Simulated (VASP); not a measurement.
A run of VASP 6.6.1 is set up as follows.

File INCAR:

```
SYSTEM = PdPt2Se6
PREC = Accurate
ENCUT = 500
EDIFF = 1E-6
ISMEAR = 0
SIGMA = 0.01
LREAL = .False.
LASPH = .True.
NELM = 120
ALGO = Normal
ISIF = 2
LWAVE = .False.
LCHARG = .False.
GGA = PE
NBANDS = 43
GGA_COMPAT = .False.
```

File KPOINTS:

```
regular mesh
0
Gamma
  12 12 2
  0 0 0
```

File POSCAR:

```
PdPt2Se6
1.0
    3.7490132147      0.0000000000      0.0000000000
   -1.8745066074      3.2467406831      0.0000000000
    0.0000000000      0.0000000000     18.9769705980
Pd Pt Se
1 2 6
Direct
    0.0000000000      0.0000000000      0.0000000000
    0.0000000000      0.0000000000      0.3285776762
    0.0000000000      0.0000000000      0.6714223238
    0.3333333333      0.6666666667      0.0686916742
    0.3333333333      0.6666666667      0.3975559172
    0.3333333333      0.6666666667      0.7403314132
    0.6666666667      0.3333333333      0.2596685868
    0.6666666667      0.3333333333      0.6024440828
    0.6666666667      0.3333333333      0.9313083258
```

Potentials or basis: VASP PAW PBE potentials, release 64 (Pd, Pt, Se).

Launch:

```bash
$ cat potpaw_PBE.64/Pd/POTCAR potpaw_PBE.64/Pt/POTCAR potpaw_PBE.64/Se/POTCAR > POTCAR
$ mpirun -np 1 vasp_std > vasp.out
```

Problem. Estimate the band gap on the k mesh.

Solution. 0.43 eV (least direct gap 0.76 eV).

Problem. Predict the pressure.

Solution. 0.0 GPa.

Forces on the atoms (eV/Å):
```
Pd   0.000  0.000  0.000
Pt   0.000  0.000  0.000
Pt   0.000  0.000  0.000
Se   0.000  0.000  0.001
Se   0.000  0.000 -0.002
Se   0.000  0.000 -0.002
Se   0.000  0.000  0.002
Se   0.000  0.000  0.002
Se   0.000  0.000 -0.001
```

Caveat: spin-orbit coupling is left out, which moves the levels of the heavy elements; this functional lacks dispersion, which binds layers or chains, so the pressure and a relaxed spacing across them are unreliable. A k mesh can miss the band edges.
